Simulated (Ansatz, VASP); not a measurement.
One calculation of WSe, two programs

File POSCAR:

```
WSe
1.0
    0.0000000000      2.5202868448      2.5202868448
    2.5202868448      0.0000000000      2.5202868448
    2.5202868448      2.5202868448      0.0000000000
W Se
1 1
Direct
    0.0000000000      0.0000000000      0.0000000000
    0.5000000000      0.5000000000      0.5000000000
```

Contents of INCAR.step1:

```
SYSTEM = WSe
  PREC = Accurate
  ENCUT = 600
  ISMEAR = 0
  SIGMA = 0.1
  LREAL = .FALSE.
  LASPH = .TRUE.
  NELM = 150
  ISPIN = 2
  MAGMOM = 2.74 0
  LMAXMIX = 4
  LDAU = .TRUE.
  LDAUTYPE = 2
  LDAUL = 2 -1
  LDAUU = 6.2 0
  LDAUJ = 0 0
  GGA = PE
  ALGO = Normal
  EDIFF = 1E-4
  LWAVE = .TRUE.
  LCHARG = .FALSE.
```

The input INCAR.step2:

```
SYSTEM = WSe
  PREC = Accurate
  ENCUT = 600
  EDIFF = 1E-7
  ISMEAR = 0
  SIGMA = 0.1
  LREAL = .FALSE.
  LASPH = .TRUE.
  NELM = 150
  ALGO = Normal
  ISIF = 3
  LWAVE = .FALSE.
  LCHARG = .FALSE.
  ISPIN = 2
  MAGMOM = 2.74 0
  LORBIT = 11
  LMAXMIX = 4
  LDAU = .TRUE.
  LDAUTYPE = 2
  LDAUL = 2 -1
  LDAUU = 6.2 0
  LDAUJ = 0 0
  LDAUPRINT = 1
  METAGGA = R2SCAN
  LMIXTAU = .TRUE.
  IBRION = 2
  NSW = 100
  EDIFFG = -0.05
  ISTART = 1
```

File KPOINTS:

```
Automatic mesh
0
G
  6 6 6
  0 0 0
```

Input for Ansatz:

```yaml
crystal:
  lattice:
    - [0.0, 2.5202868448, 2.5202868448]
    - [2.5202868448, 0.0, 2.5202868448]
    - [2.5202868448, 2.5202868448, 0.0]
  atoms:
    - { symbol: W, position: [0.0, 0.0, 0.0], spin: 2.74 }
    - { symbol: Se, position: [0.5, 0.5, 0.5] }
basis:
  ecutwfc: 500
kpoints:
  mp_grid: { grid: [6, 6, 6] }
hamiltonian:
  xc: r2scan
  hubbard: { sites: [{ species: W, l: d, u_eff: 6.2 }] }
scf:
  occupations: { method: gaussian, width: 0.1 }
output:
  forces: true
  stress: true
  eigenvalues: true
  populations: true
magnetization:
  spin_polarized: true
relax:
  adjacent_minimum: "off"
  f_tol: 0.05
  max_steps: 80
  cell: { stress_tol: 0.5 }
```

Alike in both runs: task relaxation of cell and atoms; functional r2SCAN; k mesh 6 × 6 × 6; occupations gaussian, width 0.1 eV; collinear spin; Hubbard terms W d U = 6.2 eV.

|  | VASP | Ansatz |
| --- | --- | --- |
| version | VASP 6.6.1 | Ansatz 0.2.0 |
| potentials or method | VASP PAW PBE potentials, release 64 (W_sv, Se), cutoff 600 eV | scalar-relativistic, plane waves, PAW |
| valence electrons in the cell | 20 | 30 |

```csv
,VASP,Ansatz,Ansatz less VASP
"gap on the k mesh at the Fermi level, each at its own relaxed structure (eV)",none,none,-
net moment per atom (μB),1.99,2.00,+0.015
size of the moment on the site where the two differ most (μB),0.07,0.24,+0.164
relaxed volume (Å³/atom),22.57,23.27,+0.695
relaxed cell length with the largest relative difference (Å),3.997,4.037,+0.0406
```

VASP's potentials were made for PBE, not for r2SCAN. Site moments also hang on the region over which each program counts them. The programs project onto different local orbitals, so the same U acts differently, and such runs can settle in different states. A gap of «none» marks a metal or a gap that the smearing closes. VASP's potentials hold 20 valence electrons a cell and Ansatz's 30, so a difference there can come from the potentials and not from the codes. Ansatz's warnings: filled band counts differ across k points.

Spin-orbit coupling is off throughout. Noted on VASP's run: the volume moved by over 15 % at a fixed basis, so the end points are rough.
